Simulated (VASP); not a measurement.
# Al (Ia-3d) in VASP: notebook

Runs on Al. Level: PBE. Tasks: single point, relaxation of cell and atoms.

Program: VASP 6.6.1. These are calculated values, not measurements. Logs are shortened: lines on timing, memory, paths and dates and some standing lists are left out, and cuts for length are marked.

### 1 The cell of the first run

The structure is cubic, space group Ia-3d (No. 230). Conventional cell: a = 6.469 Å, b = 6.469 Å, c = 6.469 Å, α = 90.00°, β = 90.00°, γ = 90.00°. Al (site symmetry 32) has 5 Al at 2.29 to 2.80 Å within 3.0 Å.

The cell was built from a structure type or drawn by symmetry, and may not be a known phase.

### 2 Single point, PBE

The input, INCAR:

```
SYSTEM = Al
PREC     = Accurate       ! precision mode
ENCUT    = 520            ! plane-wave cutoff, eV
EDIFF    = 1E-7           ! SCF threshold, eV
ISMEAR   = 0              ! smearing method
SIGMA    = 0.1            ! smearing width, eV
LREAL    = .False.        ! projectors in reciprocal space
LASPH    = .True.         ! aspherical terms in the spheres
NELM     = 80             ! most SCF steps
ALGO     = Normal         ! electronic algorithm
ISIF     = 2              ! what is computed and relaxed
LWAVE    = .False.        ! write WAVECAR
LCHARG   = .False.        ! write CHGCAR
GGA      = PE             ! functional
NBANDS   = 22             ! bands
```

The input, KPOINTS:

```
regular mesh
0
Gamma
  4 4 4
  0 0 0
```

The input, POSCAR:

```
Al
1.0
   -3.2343108200      3.2343108200      3.2343108200
    3.2343108200     -3.2343108200      3.2343108200
    3.2343108200      3.2343108200     -3.2343108200
Al
8
Direct
    0.2500000000      0.2500000000      0.2500000000
    0.5000000000      0.0000000000      0.2500000000
    0.0000000000      0.2500000000      0.5000000000
    0.2500000000      0.5000000000      0.0000000000
    0.7500000000      0.7500000000      0.7500000000
    0.5000000000      0.0000000000      0.7500000000
    0.0000000000      0.7500000000      0.5000000000
    0.7500000000      0.5000000000      0.0000000000
```

Potentials or basis: VASP PAW PBE potentials, release 64 (Al).

The run is started by

```console
$ cat potpaw_PBE.64/Al/POTCAR > POTCAR
$ mpirun -np 1 vasp_std > vasp.out
```

OUTCAR:

```text
SYSTEM = Al
   PREC = Accurate
   ENCUT = 520
   EDIFF = 1E-7
   ISMEAR = 0
   LREAL = .False.
   LASPH = .True.
   NELM = 80
   ISIF = 2
   GGA = PE

 ion  position               nearest neighbor table
   1  0.250  0.250  0.250-   2 2.29   3 2.29   4 2.29   5 2.80   5 2.80
   2  0.500  0.000  0.250-   1 2.29   3 2.29   4 2.29   6 2.80   6 2.80
   3  0.000  0.250  0.500-   1 2.29   4 2.29   2 2.29   7 2.80   7 2.80
   4  0.250  0.500  0.000-   1 2.29   2 2.29   3 2.29   8 2.80   8 2.80
   5  0.750  0.750  0.750-   6 2.29   7 2.29   8 2.29   1 2.80   1 2.80
   6  0.500  0.000  0.750-   5 2.29   8 2.29   7 2.29   2 2.80   2 2.80
   7  0.000  0.750  0.500-   5 2.29   6 2.29   8 2.29   3 2.80   3 2.80
   8  0.750  0.500  0.000-   5 2.29   7 2.29   6 2.29   4 2.80   4 2.80

  LATTYP: Found a body centered cubic cell.
 ALAT       =     6.4686216400

  Lattice vectors:

 A1 = (  -3.2343108200,   3.2343108200,   3.2343108200)
 A2 = (   3.2343108200,  -3.2343108200,   3.2343108200)
 A3 = (   3.2343108200,   3.2343108200,  -3.2343108200)

Analysis of symmetry for initial positions (statically):
=====================================================================
 Subroutine PRICEL returns:
 Original cell was already a primitive cell.

 Routine SETGRP: Setting up the symmetry group for a
 body centered cubic supercell.

 Subroutine GETGRP returns: Found 48 space group operations
 (whereof  6 operations were pure point group operations)
 out of a pool of 48 trial point group operations.

The static configuration has the point symmetry S_6 .
 The point group associated with its full space group is O_h .

Analysis of symmetry for dynamics (positions and initial velocities):
=====================================================================
 Subroutine PRICEL returns:
 Original cell was already a primitive cell.

 Routine SETGRP: Setting up the symmetry group for a
 body centered cubic supercell.

 Subroutine GETGRP returns: Found 48 space group operations
 (whereof  6 operations were pure point group operations)
 out of a pool of 48 trial point group operations.

The dynamic configuration has the point symmetry S_6 .
 The point group associated with its full space group is O_h .

 Subroutine INISYM returns: Found 48 space group operations
 (whereof  6 operations are pure point group operations),
 and found     1 'primitive' translations

----------------------------------------------------------------------------------------

                                     Primitive cell

  volume of cell :     135.3335

  direct lattice vectors                    reciprocal lattice vectors
    -3.234310820  3.234310820  3.234310820     0.000000000  0.154592440  0.154592440
     3.234310820 -3.234310820  3.234310820     0.154592440  0.000000000  0.154592440
     3.234310820  3.234310820 -3.234310820     0.154592440  0.154592440  0.000000000

  length of vectors
     5.601990668  5.601990668  5.601990668     0.218626725  0.218626725  0.218626725

  position of ions in fractional coordinates (direct lattice)
     0.250000000  0.250000000  0.250000000
     0.500000000  0.000000000  0.250000000
     0.000000000  0.250000000  0.500000000
     0.250000000  0.500000000  0.000000000
     0.750000000  0.750000000  0.750000000
     0.500000000  0.000000000  0.750000000
     0.000000000  0.750000000  0.500000000
     0.750000000  0.500000000  0.000000000

  ion indices of the primitive-cell ions
   primitive index   ion index
                 1           1
                 2           2
                 3           3
                 4           4
                 5           5
                 6           6
                 7           7
                 8           8

----------------------------------------------------------------------------------------

 KPOINTS: regular mesh

Automatic generation of k-mesh.
 Grid dimensions read from file:
 generate k-points for:    4    4    4

 Generating k-lattice:

  Cartesian coordinates                     Fractional coordinates (reciprocal lattice)
     0.000000000  0.038648110  0.038648110     0.250000000  0.000000000  0.000000000
     0.038648110  0.000000000  0.038648110     0.000000000  0.250000000  0.000000000
     0.038648110  0.038648110  0.000000000     0.000000000  0.000000000  0.250000000

  Length of vectors
     0.054656681  0.054656681  0.054656681

  Shift w.r.t. Gamma in fractional coordinates (k-lattice)
     0.000000000  0.000000000  0.000000000

 Subroutine IBZKPT returns following result:
 ===========================================

 Found      8 irreducible k-points:

 Following reciprocal coordinates:
            Coordinates               Weight
  0.000000  0.000000  0.000000      1.000000
  0.250000  0.000000  0.000000     12.000000
  0.500000  0.000000  0.000000      6.000000
  0.250000  0.250000  0.000000     24.000000
  0.250000  0.250000  0.250000      2.000000
 -0.250000  0.250000  0.250000      6.000000
  0.500000  0.500000  0.250000     12.000000
  0.500000  0.500000  0.500000      1.000000
   k-points           NKPTS =      8   k-points in BZ     NKDIM =      8   number of bands    NBANDS=     22
   number of dos      NEDOS =    301   number of ions     NIONS =      8
   total plane-waves  NPLWV =  74088
   dimension x,y,z NGX =    42 NGY =   42 NGZ =   42
   dimension x,y,z NGXF=    84 NGYF=   84 NGZF=   84
   ions per type =               8
   NGX,Y,Z   is equivalent  to a cutoff of  12.46, 12.46, 12.46 a.u.
   NGXF,Y,Z  is equivalent  to a cutoff of  24.93, 24.93, 24.93 a.u.
 SYSTEM =  Al
   PREC   = accura    normal or accurate (medium, high low for compatibility)
   ISTART =      0    job   : 0-new  1-cont  2-samecut
   ICHARG =      2    charge: 1-file 2-atom 10-const
   ISPIN  =      1    spin polarized calculation?
   LNONCOLLINEAR =      F non collinear calculations
   LSORBIT =      F    spin-orbit coupling
   LASPH  =      T    aspherical Exc in radial PAW
   ENCUT  =  520.0 eV  38.22 Ry    6.18 a.u.  10.42 10.42 10.42*2*pi/ulx,y,z
   NELM   =     80;   NELMIN=  2; NELMDL= -5     # of ELM steps
   EDIFF  = 0.1E-06   stopping-criterion for ELM
   LREAL  =      F    real-space projection
   EDIFFG = 0.1E-05   stopping-criterion for IOM
   NSW    =      0    number of steps for IOM
   IBRION =     -1    ionic relax: 0-MD 1-quasi-New 2-CG
   NFREE  =      0    steps in history (QN), initial steepest desc. (CG)
   ISIF   =      2    stress and relaxation
   ISYM   =      2    0-nonsym 1-usesym 2-fastsym
   POTIM  = 0.5000    time-step for ionic-motion
   TEBEG  =    0.0;   TEEND  =   0.0 temperature during run
   PSTRESS=    0.0 pullay stress
   NELECT =      24.0000    total number of electrons
   NUPDOWN=      -1.0000    fix difference up-down
   EMIN   =  10.00;   EMAX   =-10.00  energy-range for DOS
   EFERMI =   0.00;   METHOD = LEGACY
   ISMEAR =     0;   SIGMA  =   0.10  broadening in eV -4-tet -1-fermi 0-gaus
   EFERMI_NEDOS =   21; number of points for ismear=-14 and -15
   IALGO  =     38    algorithm
   IMIX   =      4    mixing-type and parameters
     AMIX     =   0.40;   BMIX     =  1.00
     AMIX_MAG =   1.60;   BMIX_MAG =  1.00
  volume/ion in A,a.u.               =      16.92       114.16
  Fermi-wavevector in a.u.,A,eV,Ry     =   0.919765  1.738104 11.510086  0.845967
  Thomas-Fermi vector in A             =   2.044995
   LORBIT       =      0    0 simple, 1 ext, 2 COOP (PROOUT), +10 PAW based schemes
   GGA     = PE    functional components
   LHFCALC =     F    Hartree Fock is set to
   AEXX    =    0.0000 exact exchange contribution
   IVDW    =     0    specifies the selected vdW correction
   LEPSILON=     F    determine dielectric tensor
   LRPA    =     F    only Hartree local field effects (RPA)
 non-spin polarized calculation
 Gauss-broadening in eV      SIGMA  =   0.10
  energy-cutoff  :      520.00
  volume of cell :      135.33
 maximum number of plane-waves:      3661
 NGX is ok and might be reduce to    42
   NGX = 21   NGY = 21   NGZ = 21

 number of electron      23.9999999 magnetization

 Free energy of the ion-electron system (eV)
  ---------------------------------------------------
  ext. energy  EPLUGINS =         0.00000000
  ---------------------------------------------------
  free energy    TOTEN  =       -21.10936476 eV

  energy without entropy =      -21.08621475  energy(sigma->0) =      -21.09778976

 E-fermi :   7.2162     XC(G=0):  -9.9977

 val. band max:        7.1960382603   @ k =   0.2500   0.0000   0.0000
 cond. band min:       7.3347955700   @ k =   0.2500   0.2500   0.0000
 fundamental gap:      0.1387573098
 Fermi energy:         7.2161981658

 k-point     1 :       0.0000    0.0000    0.0000
  band No.  band energies     occupation
      1      -3.3602      2.00000
      2       2.5181      2.00000
      3       3.0089      2.00000
      4       3.0089      2.00000
      5       3.0089      2.00000
      6       3.3538      2.00000
[... 14 lines left out ...]
     21      14.3572      0.00000
     22      14.3626      0.00000

 k-point     2 :       0.2500    0.0000    0.0000
  band No.  band energies     occupation
      1      -2.9241      2.00000
      2       0.4880      2.00000
      3       1.8602      2.00000
      4       1.9245      2.00000
      5       2.3705      2.00000
      6       2.4325      2.00000
[... 14 lines left out ...]
     21      12.6372      0.00000
     22      12.6630      0.00000

 k-point     3 :       0.5000    0.0000    0.0000
  band No.  band energies     occupation
      1      -1.6273      2.00000
      2      -1.6273      2.00000
      3       1.4917      2.00000
      4       1.4917      2.00000
      5       2.0167      2.00000
      6       2.0167      2.00000
[... 14 lines left out ...]
     21      11.8234      0.00000
     22      11.8234      0.00000

 k-point     4 :       0.2500    0.2500    0.0000
  band No.  band energies     occupation
      1      -2.0576      2.00000
      2      -0.3533      2.00000
      3      -0.3477      2.00000
      4       1.2791      2.00000
      5       2.9640      2.00000
      6       3.0595      2.00000
[... 14 lines left out ...]
     21      11.4405      0.00000
     22      12.8231      0.00000

 k-point     5 :       0.2500    0.2500    0.2500
  band No.  band energies     occupation
      1      -0.7748      2.00000
      2      -0.7748      2.00000
      3      -0.7748      2.00000
      4      -0.7748      2.00000
      5       5.2230      2.00000
      6       5.2230      2.00000
[... 14 lines left out ...]
     21      12.0991      0.00000
     22      12.0991      0.00000

 k-point     6 :      -0.2500    0.2500    0.2500
  band No.  band energies     occupation
      1      -2.4897      2.00000
      2       0.8722      2.00000
      3       0.9094      2.00000
      4       0.9094      2.00000
      5       0.9238      2.00000
      6       3.7609      2.00000
[... 14 lines left out ...]
     21      12.0388      0.00000
     22      12.0527      0.00000

 k-point     7 :       0.5000    0.5000    0.2500
  band No.  band energies     occupation
      1      -1.1980      2.00000
      2      -1.1980      2.00000
      3       0.4911      2.00000
      4       0.4911      2.00000
      5       2.1225      2.00000
      6       2.1225      2.00000
[... 14 lines left out ...]
     21      11.8862      0.00000
     22      11.8862      0.00000

 k-point     8 :       0.5000    0.5000    0.5000
  band No.  band energies     occupation
      1       0.0768      2.00000
      2       0.0768      2.00000
      3       0.0768      2.00000
      4       0.0768      2.00000
      5       0.0768      2.00000
      6       0.0768      2.00000
[... 14 lines left out ...]
     21      12.7855      0.00000
     22      12.7855      0.00000

------------------------ aborting loop because EDIFF is reached ----------------------------------------

  FORCE on cell =-STRESS in cart. coord.  units (eV):
  Direction    XX          YY          ZZ          XY          YZ          ZX
  --------------------------------------------------------------------------------------
  -------------------------------------------------------------------------------------
  Total       24.8868105     24.8868105     24.8868105     -0.0000000     -0.0000000      0.0000000
  in kB      294.6283755    294.6283755    294.6283755     -0.0000000     -0.0000000      0.0000000
  external PRESSURE =     294.6283755 kB  Pullay stress =       0.0000000 kB

 VOLUME and BASIS-vectors are now :
 -----------------------------------------------------------------------------
  energy-cutoff  :      520.00
  volume of cell :      135.33
      direct lattice vectors                 reciprocal lattice vectors
    -3.234310820  3.234310820  3.234310820     0.000000000  0.154592440  0.154592440
     3.234310820 -3.234310820  3.234310820     0.154592440  0.000000000  0.154592440
     3.234310820  3.234310820 -3.234310820     0.154592440  0.154592440  0.000000000

 POSITION                                       TOTAL-FORCE (eV/Angst)
 -----------------------------------------------------------------------------------
      0.80858      0.80858      0.80858        -0.000000      0.000000     -0.000000
     -0.80858      2.42573      0.80858         0.000000      0.000000      0.000000
      2.42573      0.80858     -0.80858        -0.000000     -0.000000      0.000000
      0.80858     -0.80858      2.42573        -0.000000      0.000000     -0.000000
      2.42573      2.42573      2.42573        -0.000000     -0.000000      0.000000
      0.80858      4.04289     -0.80858        -0.000000     -0.000000     -0.000000
      4.04289     -0.80858      0.80858         0.000000      0.000000      0.000000
     -0.80858      0.80858      4.04289        -0.000000     -0.000000     -0.000000
 -----------------------------------------------------------------------------------
    total drift:                                0.000000     -0.000000     -0.000000

  FREE ENERGIE OF THE ION-ELECTRON SYSTEM (eV)
  ---------------------------------------------------
  free  energy   TOTEN  =       -21.1093647583 eV

  energy  without entropy=      -21.0862147549  energy(sigma->0) =      -21.09778976
```

It took 27 s on 1 thread of Intel Xeon 8259CL, shared host; peak memory 0.24 GiB.

Results:

* Free energy: -21.1094 eV
* Pressure: 29.5 GPa
* Band gap on the k mesh: zero (bands 12 and 13 overlap by 3.31 eV)

Caveat: the cell stands under pressure.

### 3 Single point, PBE

This run uses another cell than the first one, of 23.57 Å³/atom.

The input, INCAR:

```
SYSTEM = Al
PREC     = Accurate       ! precision mode
ENCUT    = 520            ! plane-wave cutoff, eV
EDIFF    = 1E-6           ! SCF threshold, eV
ISMEAR   = 0              ! smearing method
SIGMA    = 0.1            ! smearing width, eV
LREAL    = .FALSE.        ! projectors in reciprocal space
LASPH    = .TRUE.         ! aspherical terms in the spheres
NELM     = 100            ! most SCF steps
ALGO     = Fast           ! electronic algorithm
ISIF     = 2              ! what is computed and relaxed
LWAVE    = .FALSE.        ! write WAVECAR
LCHARG   = .TRUE.         ! write CHGCAR
GGA      = PE             ! functional
LELF     = .TRUE.         ! ELF
LVHAR    = .TRUE.       
NBANDS   = 22             ! bands
```

The input, KPOINTS:

```
Automatic mesh
0
G
  4 4 4
  0 0 0
```

POSCAR: that of step 2 with these lines changed.

```diff
@@ -2,5 +2,5 @@
 1.0
-   -3.2343108200      3.2343108200      3.2343108200
-    3.2343108200     -3.2343108200      3.2343108200
-    3.2343108200      3.2343108200     -3.2343108200
+   -3.6121623159      3.6121623159      3.6121623159
+    3.6121623159     -3.6121623159      3.6121623159
+    3.6121623159      3.6121623159     -3.6121623159
 Al
```

Potentials or basis: VASP PAW PBE potentials, release 64 (Al).

The run is started by

```console
$ cat potpaw_PBE.64/Al/POTCAR > POTCAR
$ mpirun -np 1 vasp_std > vasp.out
```

Wall time 44 s (1 thread of Intel Xeon 8259CL, shared host); peak memory 0.31 GiB.

It converged, with:

```yaml
Free_energy: -24.9378 eV
Pressure: 0.4 GPa
Band_gap_on_the_k_mesh: zero (bands 12 and 13 overlap by 2.23 eV)
```

Levels at points of the mesh, in eV from the Fermi level:
| k point | band 8 | band 9 | band 10 | band 11 | band 12 | band 13 | band 14 | band 15 | band 16 | band 17 |
| --- | --- | --- | --- | --- | --- | --- | --- | --- | --- | --- |
| (0.00, 0.00, 0.00) | -3.27 | -2.27 | -2.27 | -1.99 | -1.99 | -1.99 | 0.93 | 0.93 | 1.90 | 3.68 |
| (0.50, 0.00, 0.00) | -1.96 | -1.57 | -1.57 | 0.05 | 0.05 | 0.72 | 0.72 | 1.29 | 1.29 | 1.82 |
| (0.50, 0.50, 0.50) | -0.53 | -0.53 | -0.53 | -0.53 | -0.53 | -0.14 | -0.14 | 3.50 | 3.50 | 3.50 |

[end of part 1 of 2]
